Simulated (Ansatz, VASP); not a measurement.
## P3Pt2: VASP beside Ansatz

```
Pt P
1.0
    -3.99765    0.00000    3.73601
     3.99765    0.00000    3.73601
     0.00000    6.06593    3.73601
Pt P
4 6
Direct
  0.71800 0.28200 0.00000
  0.28200 0.71800 0.00000
  0.75000 0.25000 0.50000
  0.25000 0.75000 0.50000
  0.13330 0.13330 0.14700
  0.28030 0.28030 0.85300
  0.86670 0.86670 0.85300
  0.71970 0.71970 0.14700
  0.85190 0.85190 0.29620
  0.14810 0.14810 0.70380
```

Alike in both runs: task single point; functional PBE; k mesh 4 × 4 × 4; occupations methfessel-paxton of order 1, width 0.2623 eV; no spin polarisation.

|  | VASP | Ansatz |
| --- | --- | --- |
| version | VASP 6.6.1 | Ansatz 0.2.0 |
| potentials or method | VASP PAW PBE potentials, release 64 (Pt, P), cutoff 520 eV | PAW plane waves |
| valence electrons in the cell | 70 | 102 |

VASP gave:

- gap on the k mesh at the Fermi level (eV): none
- pressure (GPa): 25.4
- traceless stress, the component that is largest in VASP (GPa): -37.49
- rms of the force components (eV/Å): 5.699

**Question.** Estimate Ansatz's values.

**Answer.** gap on the k mesh at the Fermi level (eV): none; pressure (GPa): 26.1; traceless stress, the component that is largest in VASP (GPa): -38.18; rms of the force components (eV/Å): 5.798.

Atom by atom the forces differ by 0.100 eV/Å (rms over components). A gap of «none» marks a metal or a gap that the smearing closes. VASP's potentials hold 70 valence electrons a cell and Ansatz's 102, so a difference there can come from the potentials and not from the codes.

Spin-orbit coupling is off throughout.
